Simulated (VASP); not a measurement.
# MoI in VASP: a series of runs

Aim: see how the results for MoI move with the level of theory and the settings. Levels: PBE, HSE06. Tasks: single point.

Program: VASP 6.6.1. These are calculated values, not measurements. Logs are shortened: lines on timing, memory, paths and dates and some standing lists are left out, and cuts for length are marked.

## (1) The cell of the first run

The typed cell holds 2 atoms: a = 3.623 Å, b = 3.623 Å, c = 5.042 Å, α = 90.00°, β = 90.00°, γ = 90.00°.

## (2) Single point, PBE

The input, INCAR:

```
PREC = Accurate ; ENCUT = 520
EDIFF = 1E-6 ; ISMEAR = 0
SIGMA = 0.005 ; LREAL = F
LASPH = T ; NELM = 100
ALGO = Normal ; ISIF = 2
LWAVE = F ; LCHARG = F
GGA = PE ; NBANDS = 18
```

The input, KPOINTS:

```
Automatic mesh
0
Gamma
  5 5 4
```

The input, POSCAR:

```
MoI
1.0
    3.6232628200      0.0000000000      0.0000000000
    0.0000000000      3.6232628200      0.0000000000
    0.0000000000      0.0000000000      5.0420814100
Mo I
1 1
Direct
    0.5017470000      0.4871910000      0.5000190000
   -0.0032950000     -0.0103830000      0.5097300000
```

Potentials or basis: VASP PAW PBE potentials, release 64 (Mo_sv, I).

On the command line:

```bash
$ cat potpaw_PBE.64/Mo_sv/POTCAR potpaw_PBE.64/I/POTCAR > POTCAR
$ mpirun -np 1 vasp_std > vasp.out
```

OUTCAR:

```text
PREC = Accurate
   ENCUT = 520
   EDIFF = 1E-6
   ISMEAR = 0
   LREAL = F
   LASPH = T
   NELM = 100
   ISIF = 2
   GGA = PE

 ion  position               nearest neighbor table
   1  0.502  0.487  0.500-   2 2.54   2 2.56   2 2.57   2 2.58
   2  0.997  0.990  0.510-   1 2.54   1 2.56   1 2.57   1 2.58

  LATTYP: Found a simple tetragonal cell.
 ALAT       =     3.6232628200
 C/A-ratio  =     1.3915858883

  Lattice vectors:

 A1 = (   3.6232628200,   0.0000000000,   0.0000000000)
 A2 = (   0.0000000000,   3.6232628200,   0.0000000000)
 A3 = (   0.0000000000,   0.0000000000,   5.0420814100)

Analysis of symmetry for initial positions (statically):
=====================================================================
 Subroutine PRICEL returns:
 Original cell was already a primitive cell.

 Routine SETGRP: Setting up the symmetry group for a
 simple tetragonal supercell.

 Subroutine GETGRP returns: Found  1 space group operations
 (whereof  1 operations were pure point group operations)
 out of a pool of 16 trial point group operations.

The static configuration has the point symmetry C_1 .

Analysis of symmetry for dynamics (positions and initial velocities):
=====================================================================
 Subroutine PRICEL returns:
 Original cell was already a primitive cell.

 Routine SETGRP: Setting up the symmetry group for a
 simple tetragonal supercell.

 Subroutine GETGRP returns: Found  1 space group operations
 (whereof  1 operations were pure point group operations)
 out of a pool of 16 trial point group operations.

The dynamic configuration has the point symmetry C_1 .

 Subroutine INISYM returns: Found  1 space group operations
 (whereof  1 operations are pure point group operations),
 and found     1 'primitive' translations

----------------------------------------------------------------------------------------

                                     Primitive cell

  volume of cell :      66.1926

  direct lattice vectors                    reciprocal lattice vectors
     3.623262820  0.000000000  0.000000000     0.275994332  0.000000000  0.000000000
     0.000000000  3.623262820  0.000000000     0.000000000  0.275994332  0.000000000
     0.000000000  0.000000000  5.042081410     0.000000000  0.000000000  0.198330792

  length of vectors
     3.623262820  3.623262820  5.042081410     0.275994332  0.275994332  0.198330792

  position of ions in fractional coordinates (direct lattice)
     0.501747000  0.487191000  0.500019000
     0.996705000  0.989617000  0.509730000

  ion indices of the primitive-cell ions
   primitive index   ion index
                 1           1
                 2           2

----------------------------------------------------------------------------------------

 KPOINTS: Automatic mesh

Automatic generation of k-mesh.
 Grid dimensions read from file:
 generate k-points for:    5    5    4

 Generating k-lattice:

  Cartesian coordinates                     Fractional coordinates (reciprocal lattice)
     0.055198866  0.000000000  0.000000000     0.200000000  0.000000000  0.000000000
     0.000000000  0.055198866  0.000000000     0.000000000  0.200000000  0.000000000
     0.000000000  0.000000000  0.049582698     0.000000000  0.000000000  0.250000000

  Length of vectors
     0.055198866  0.055198866  0.049582698

  Shift w.r.t. Gamma in fractional coordinates (k-lattice)
     0.000000000  0.000000000  0.000000000

 Subroutine IBZKPT returns following result:
 ===========================================

 Found     51 irreducible k-points:

 Following reciprocal coordinates:
            Coordinates               Weight
  0.000000  0.000000  0.000000      1.000000
  0.200000  0.000000  0.000000      2.000000
  0.000000  0.200000  0.000000      2.000000
  0.400000  0.000000  0.000000      2.000000
  0.000000  0.400000  0.000000      2.000000
  0.200000  0.200000  0.000000      2.000000
[... 16 lines left out ...]
  0.200000  0.200000  0.250000      2.000000
 -0.200000  0.200000  0.250000      2.000000
 [... further k-points ...]
   k-points           NKPTS =     51   k-points in BZ     NKDIM =     51   number of bands    NBANDS=     18
   number of dos      NEDOS =    301   number of ions     NIONS =      2
   total plane-waves  NPLWV =  31360
   dimension x,y,z NGX =    28 NGY =   28 NGZ =   40
   dimension x,y,z NGXF=    56 NGYF=   56 NGZF=   80
   ions per type =               1   1
   NGX,Y,Z   is equivalent  to a cutoff of  12.85, 12.85, 13.19 a.u.
   NGXF,Y,Z  is equivalent  to a cutoff of  25.69, 25.69, 26.38 a.u.
 SYSTEM =  unknown system
   PREC   = accura    normal or accurate (medium, high low for compatibility)
   ISTART =      0    job   : 0-new  1-cont  2-samecut
   ICHARG =      2    charge: 1-file 2-atom 10-const
   ISPIN  =      1    spin polarized calculation?
   LNONCOLLINEAR =      F non collinear calculations
   LSORBIT =      F    spin-orbit coupling
   LASPH  =      T    aspherical Exc in radial PAW
   ENCUT  =  520.0 eV  38.22 Ry    6.18 a.u.   6.74  6.74  9.37*2*pi/ulx,y,z
   NELM   =    100;   NELMIN=  2; NELMDL= -5     # of ELM steps
   EDIFF  = 0.1E-05   stopping-criterion for ELM
   LREAL  =      F    real-space projection
   EDIFFG = 0.1E-04   stopping-criterion for IOM
   NSW    =      0    number of steps for IOM
   IBRION =     -1    ionic relax: 0-MD 1-quasi-New 2-CG
   NFREE  =      0    steps in history (QN), initial steepest desc. (CG)
   ISIF   =      2    stress and relaxation
   ISYM   =      2    0-nonsym 1-usesym 2-fastsym
   POTIM  = 0.5000    time-step for ionic-motion
   TEBEG  =    0.0;   TEEND  =   0.0 temperature during run
   PSTRESS=    0.0 pullay stress
   NELECT =      21.0000    total number of electrons
   NUPDOWN=      -1.0000    fix difference up-down
   EMIN   =  10.00;   EMAX   =-10.00  energy-range for DOS
   EFERMI =   0.00;   METHOD = LEGACY
   ISMEAR =     0;   SIGMA  =   0.01  broadening in eV -4-tet -1-fermi 0-gaus
   EFERMI_NEDOS =   21; number of points for ismear=-14 and -15
   IALGO  =     38    algorithm
   IMIX   =      4    mixing-type and parameters
     AMIX     =   0.40;   BMIX     =  1.00
     AMIX_MAG =   1.60;   BMIX_MAG =  1.00
  volume/ion in A,a.u.               =      33.10       223.34
  Fermi-wavevector in a.u.,A,eV,Ry     =   1.116550  2.109973 16.962157  1.246683
  Thomas-Fermi vector in A             =   2.253165
   LORBIT       =      0    0 simple, 1 ext, 2 COOP (PROOUT), +10 PAW based schemes
   GGA     = PE    functional components
   LHFCALC =     F    Hartree Fock is set to
   AEXX    =    0.0000 exact exchange contribution
   IVDW    =     0    specifies the selected vdW correction
   LEPSILON=     F    determine dielectric tensor
   LRPA    =     F    only Hartree local field effects (RPA)
 non-spin polarized calculation
 Gauss-broadening in eV      SIGMA  =   0.01
  energy-cutoff  :      520.00
  volume of cell :       66.19
 maximum number of plane-waves:      1803
   NGX = 13   NGY = 13   NGZ = 19

 number of electron      21.0000000 magnetization

 Free energy of the ion-electron system (eV)
  ---------------------------------------------------
  ext. energy  EPLUGINS =         0.00000000
  ---------------------------------------------------
  free energy    TOTEN  =        -7.87661845 eV

  energy without entropy =       -7.87643098  energy(sigma->0) =       -7.87652471

 E-fermi :   5.5514     XC(G=0):  -8.6901

 val. band max:        5.5309951081   @ k =   0.4000   0.0000   0.5000
 cond. band min:       5.5537580435   @ k =  -0.4000   0.0000   0.2500
 fundamental gap:      0.0227629354
 Fermi energy:         5.5513667288

 k-point     1 :       0.0000    0.0000    0.0000
  band No.  band energies     occupation
      1     -55.1134      2.00000
      2     -29.5255      2.00000
      3     -29.5245      2.00000
      4     -28.9458      2.00000
      5     -10.5348      2.00000
      6       0.6099      2.00000
[... 10 lines left out ...]
     17      15.2080      0.00000
     18      15.5932      0.00000

 k-point     2 :       0.2000    0.0000    0.0000
  band No.  band energies     occupation
      1     -55.1121      2.00000
      2     -29.5592      2.00000
      3     -29.5150      2.00000
      4     -28.9431      2.00000
      5     -10.1757      2.00000
      6      -0.3183      2.00000
[... 10 lines left out ...]
     17      13.4240      0.00000
     18      15.7240      0.00000

 k-point     3 :       0.0000    0.2000    0.0000
  band No.  band energies     occupation
      1     -55.1121      2.00000
      2     -29.5590      2.00000
      3     -29.5152      2.00000
      4     -28.9430      2.00000
      5     -10.1757      2.00000
      6      -0.3196      2.00000
[... 10 lines left out ...]
     17      13.4235      0.00000
     18      15.7237      0.00000

 k-point     4 :       0.4000    0.0000    0.0000
  band No.  band energies     occupation
      1     -55.1099      2.00000
      2     -29.6137      2.00000
      3     -29.4989      2.00000
      4     -28.9387      2.00000
      5      -9.4638      2.00000
      6      -2.4093      2.00000
[... 10 lines left out ...]
     17      12.6321      0.00000
     18      14.3575      0.00000

 k-point     5 :       0.0000    0.4000    0.0000
  band No.  band energies     occupation
      1     -55.1099      2.00000
      2     -29.6135      2.00000
      3     -29.4992      2.00000
      4     -28.9387      2.00000
      5      -9.4638      2.00000
      6      -2.4090      2.00000
[... 10 lines left out ...]
     17      12.6318      0.00000
     18      14.3584      0.00000

 k-point     6 :       0.2000    0.2000    0.0000
  band No.  band energies     occupation
      1     -55.1105      2.00000
      2     -29.5513      2.00000
      3     -29.5482      2.00000
      4     -28.9407      2.00000
      5      -9.9353      2.00000
      6      -1.0705      2.00000
[... 307 lines left out ...]
 k-point    21 :      -0.4000    0.0000    0.2500
  band No.  band energies     occupation
      1     -55.1099      2.00000
      2     -29.6137      2.00000
      3     -29.4989      2.00000
      4     -28.9389      2.00000
      5      -9.4528      2.00000
      6      -2.3913      2.00000
[... 10 lines left out ...]
     17      13.8204      0.00000
     18      14.4644      0.00000

 k-point    22 :       0.0000   -0.4000    0.2500
  band No.  band energies     occupation
      1     -55.1099      2.00000
      2     -29.6135      2.00000
      3     -29.4992      2.00000
      4     -28.9389      2.00000
      5      -9.4528      2.00000
      6      -2.3910      2.00000
[... 10 lines left out ...]
     17      13.8209      0.00000
     18      14.4647      0.00000

 k-point    23 :       0.2000    0.2000    0.2500
  band No.  band energies     occupation
      1     -55.1105      2.00000
      2     -29.5512      2.00000
      3     -29.5482      2.00000
      4     -28.9409      2.00000
      5      -9.9243      2.00000
      6      -1.0594      2.00000
[... 10 lines left out ...]
     17      13.2330      0.00000
     18      14.2024      0.00000

 k-point    24 :      -0.2000    0.2000    0.2500
  band No.  band energies     occupation
      1     -55.1105      2.00000
      2     -29.5502      2.00000
      3     -29.5493      2.00000
      4     -28.9409      2.00000
      5      -9.9242      2.00000
      6      -1.0588      2.00000
[... 10 lines left out ...]
     17      13.2350      0.00000
     18      14.2098      0.00000

 [... further k-points ...]
[... 5 lines left out ...]
  --------------------------------------------------------------------------------------
  -------------------------------------------------------------------------------------
  Total        6.8053889      6.8180060     -1.0924668     -0.0252492     -0.0041483      0.0085448
  in kB      164.7229074    165.0283021    -26.4429144     -0.6111512     -0.1004081      0.2068241
  external PRESSURE =     101.1027650 kB  Pullay stress =       0.0000000 kB

 VOLUME and BASIS-vectors are now :
 -----------------------------------------------------------------------------
  energy-cutoff  :      520.00
  volume of cell :       66.19
      direct lattice vectors                 reciprocal lattice vectors
     3.623262820  0.000000000  0.000000000     0.275994332  0.000000000  0.000000000
     0.000000000  3.623262820  0.000000000     0.000000000  0.275994332  0.000000000
     0.000000000  0.000000000  5.042081410     0.000000000  0.000000000  0.198330792

 POSITION                                       TOTAL-FORCE (eV/Angst)
 -----------------------------------------------------------------------------------
      1.81796      1.76522      2.52114        -0.173141      0.084324     -0.197290
      3.61132      3.58564      2.57010         0.173141     -0.084324      0.197290
 -----------------------------------------------------------------------------------
    total drift:                                0.000124      0.000339      0.000112

  FREE ENERGIE OF THE ION-ELECTRON SYSTEM (eV)
  ---------------------------------------------------
  free  energy   TOTEN  =        -7.8766184461 eV

  energy  without entropy=       -7.8764309836  energy(sigma->0) =       -7.87652471
```

Wall time 39 s (1 thread of Intel Xeon Platinum 8375C at 2.90GHz (Ice Lake), shared host); peak memory 0.21 GiB.

What came out:

| Quantity | Value |
| --- | --- |
| Free energy | -7.8766 eV |
| Pressure | 10.1 GPa |
| Largest force | 0.276 eV/Å |
| Band gap on the k mesh | zero (an odd number of electrons rules out a gap without spin polarisation) |

Forces on the atoms (eV/Å):
```
Mo  -0.173  0.084 -0.197
I    0.173 -0.084  0.197
```

Stress tensor (GPa, compression positive):
```
16.47 -0.06  0.02
-0.06 16.50 -0.01
 0.02 -0.01 -2.64
```

Caveat: the stress differs along the axes, from -3 to 17 GPa; spin-orbit coupling is left out, which moves the levels of the heavy elements; an odd number of electrons without spin polarisation forces a metal; a magnetic or distorted state may lie lower.

## (3) Single point, HSE06

The input, POSCAR:

```
MoI
1.0
    3.6232628200      0.0000000000      0.0000000000
    0.0000000000      3.6232628200      0.0000000000
    0.0000000000      0.0000000000      5.0420814100
Mo I
1 1
Direct
    0.5000000000      0.5000000000      0.5000000000
    0.0000000000      0.0000000000      0.5000000000
```

The input, INCAR.step1:

```
SYSTEM = MoI
PREC     = Accurate       ! precision mode
ENCUT    = 520            ! plane-wave cutoff, eV
EDIFF    = 1E-5           ! SCF threshold, eV
ISMEAR   = 1              ! smearing method
SIGMA    = 0.05           ! smearing width, eV
LREAL    = .FALSE.        ! projectors in reciprocal space
LASPH    = .TRUE.         ! aspherical terms in the spheres
NELM     = 80             ! most SCF steps
ALGO     = Normal         ! electronic algorithm
ISIF     = 2              ! what is computed and relaxed
LWAVE    = .TRUE.         ! write WAVECAR
LCHARG   = .FALSE.        ! write CHGCAR
NBANDS   = 18             ! bands
GGA      = PE             ! functional
```

The input, INCAR.step2:

```
SYSTEM = MoI
PREC     = Accurate       ! precision mode
ENCUT    = 520            ! plane-wave cutoff, eV
EDIFF    = 1E-6           ! SCF threshold, eV
ISMEAR   = 1              ! smearing method
SIGMA    = 0.05           ! smearing width, eV
LREAL    = .FALSE.        ! projectors in reciprocal space
LASPH    = .TRUE.         ! aspherical terms in the spheres
NELM     = 80             ! most SCF steps
ALGO     = Normal         ! electronic algorithm
ISIF     = 2              ! what is computed and relaxed
LWAVE    = .FALSE.        ! write WAVECAR
LCHARG   = .FALSE.        ! write CHGCAR
GGA      = PE             ! functional
LHFCALC  = .TRUE.         ! exact exchange
HFSCREEN = 0.2079         ! screening, 1/A
PRECFOCK = Normal       
NBANDS   = 18             ! bands
ISTART   = 1
```

The input, KPOINTS:

```
Automatic mesh
0
G
  4 4 3
  0 0 0
```

Potentials or basis: VASP PAW PBE potentials, release 64 (Mo_sv, I).

On the command line:

```bash
$ cat potpaw_PBE.64/Mo_sv/POTCAR potpaw_PBE.64/I/POTCAR > POTCAR
$ cp INCAR.step1 INCAR
$ mpirun -np 1 vasp_std > vasp.out
$ cp INCAR.step2 INCAR
$ mpirun -np 1 vasp_std > vasp.out
```

Wall time 15 min (1 thread of Intel Xeon Platinum 8375C at 2.90GHz (Ice Lake), shared host); peak memory 0.3 GiB.

Results (log left out):

| Item | Value |
| --- | --- |
| Free energy | -9.8208 eV |
| Pressure | 8.0 GPa |
| Band gap on the k mesh | zero (an odd number of electrons rules out a gap without spin polarisation) |

Stress tensor (GPa, compression positive):
```
13.19  0.00  0.00
 0.00 13.19  0.00
 0.00  0.00 -2.30
```

Levels at points of the mesh, in eV from the Fermi level:
```csv
k point,band 8,band 9,band 10,band 11,band 12,band 13,band 14,band 15
"(0.00, 0.00, 0.00)",-4.04,-4.04,-1.62,-1.28,-0.21,-0.21,3.40,5.78
"(0.50, 0.00, 0.00)",-5.96,-0.60,0.03,0.18,2.00,3.61,3.83,5.17
"(0.50, 0.50, 0.00)",-4.11,-1.62,-1.62,-0.07,0.83,1.93,2.14,7.22
```

Caveat: the k points lie up to 0.43 Å⁻¹ apart, too coarse for converged energies and pressures of a metal; the PAW data sets were made with another functional, which shifts forces and pressure a little; spin-orbit coupling is left out, which moves the levels of the heavy elements; an odd number of electrons without spin polarisation forces a metal; a magnetic or distorted state may lie lower.

## (4) Single point, HSE06

POSCAR is that of step 3.

The input, INCAR.step1:

```
PREC = Accurate ; ENCUT = 520
EDIFF = 1E-5 ; ISMEAR = 1
SIGMA = 0.05 ; LREAL = F
LASPH = T ; NELM = 80
ALGO = Normal ; ISIF = 2
LWAVE = T ; NBANDS = 18
GGA = PE
```

The input, INCAR.step2:

```
PREC = Accurate ; ENCUT = 520
EDIFF = 1E-6 ; ISMEAR = 1
SIGMA = 0.05 ; LREAL = F
LASPH = T ; NELM = 80
ALGO = Normal ; ISIF = 2
LWAVE = F ; LCHARG = T
GGA = PE ; LHFCALC = T
HFSCREEN = 0.2079 ; PRECFOCK = Normal
LELF = T ; LVHAR = T
NBANDS = 18 ; ISTART = 1
```

The input, KPOINTS:

```
Automatic mesh
0
Gamma
  4 4 3
```

On the command line:

```bash
$ cat potpaw_PBE.64/Mo_sv/POTCAR potpaw_PBE.64/I/POTCAR > POTCAR
$ cp INCAR.step1 INCAR
$ mpirun -np 1 vasp_std > vasp.out
$ cp INCAR.step2 INCAR
$ mpirun -np 1 vasp_std > vasp.out
```

Wall time 17 min (1 thread of Intel Xeon Platinum 8375C at 2.90GHz (Ice Lake), shared host); peak memory 0.29 GiB.

It converged, with:

```yaml
Free_energy: -9.8208 eV
Pressure: 8.0 GPa
Band_gap_on_the_k_mesh: zero (an odd number of electrons rules out a gap without spin polarisation)
```

Stress tensor (GPa, compression positive):
```
13.19  0.00  0.00
 0.00 13.19  0.00
 0.00  0.00 -2.30
```

Levels at points of the mesh, in eV from the Fermi level:
| k point | band 7 | band 8 | band 9 | band 10 | band 11 | band 12 | band 13 | band 14 | band 15 | band 16 |
| --- | --- | --- | --- | --- | --- | --- | --- | --- | --- | --- |
| (0.00, 0.00, 0.00) | -4.06 | -4.04 | -4.04 | -1.62 | -1.28 | -0.21 | -0.21 | 3.40 | 5.78 | 8.79 |
| (0.50, 0.00, 0.00) | -7.03 | -5.96 | -0.60 | 0.03 | 0.18 | 2.00 | 3.61 | 3.83 | 5.17 | 6.27 |
| (0.50, 0.50, 0.00) | -6.89 | -4.11 | -1.62 | -1.62 | -0.07 | 0.83 | 1.93 | 2.14 | 7.22 | 7.36 |

Caveat: the k points lie up to 0.43 Å⁻¹ apart, too coarse for converged energies and pressures of a metal; the PAW data sets were made with another functional, which shifts forces and pressure a little; spin-orbit coupling is left out, which moves the levels of the heavy elements; an odd number of electrons without spin polarisation forces a metal; a magnetic or distorted state may lie lower.

The gap in the log of VASP goes by the Fermi energy; the results here count the filled bands.